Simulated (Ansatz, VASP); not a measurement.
**One calculation of MgO, two programs**

```
CELL_PARAMETERS angstrom
4.21494 0.00000 0.00000
0.00000 -4.21494 0.00000
0.00000 0.00000 -4.21494
ATOMIC_POSITIONS crystal
Mg 0.91109 0.08891 0.02515
Mg 0.50000 0.50000 0.00000
Mg 0.50000 0.00000 0.50000
Mg 0.00000 0.50000 0.50000
O 0.50000 0.00000 0.00000
O 0.00000 0.50000 0.00000
O 0.00000 0.00000 0.50000
O 0.50000 0.50000 0.50000
```

Alike in both runs: task single point; functional PBEsol; k mesh 6 × 6 × 6; occupations gaussian, width 0.05 eV; no spin polarisation.

|  | VASP | Ansatz |
| --- | --- | --- |
| version | VASP 6.6.1 | Ansatz 0.2.0 |
| potentials or method | VASP PAW PBE potentials, release 64 (Mg, O), cutoff 520 eV | scalar-relativistic, plane waves, PAW |
| valence electrons in the cell | 32 | 64 |

|  | VASP | Ansatz | Ansatz less VASP |
| --- | --- | --- | --- |
| gap on the k mesh at the Fermi level (eV) | 4.54 | 4.54 | +0.002 |
| least direct gap on the mesh (eV) | 4.54 | 4.54 | +0.002 |
| pressure (GPa) | 8.2 | 8.5 | +0.21 |
| traceless stress, the component that is largest in VASP (GPa) | -7.26 | -7.04 | +0.226 |
| rms of the force components (eV/Å) | 1.600 | 1.560 | -0.0393 |

VASP's potentials were made for PBE, not for PBEsol, and Ansatz warns of the same on its side. Atom by atom the forces differ by 0.040 eV/Å (rms over components). The functional is the same, so the differences come from potentials, cutoffs and numerics. VASP's potentials hold 32 valence electrons a cell and Ansatz's 64, so a difference there can come from the potentials and not from the codes.
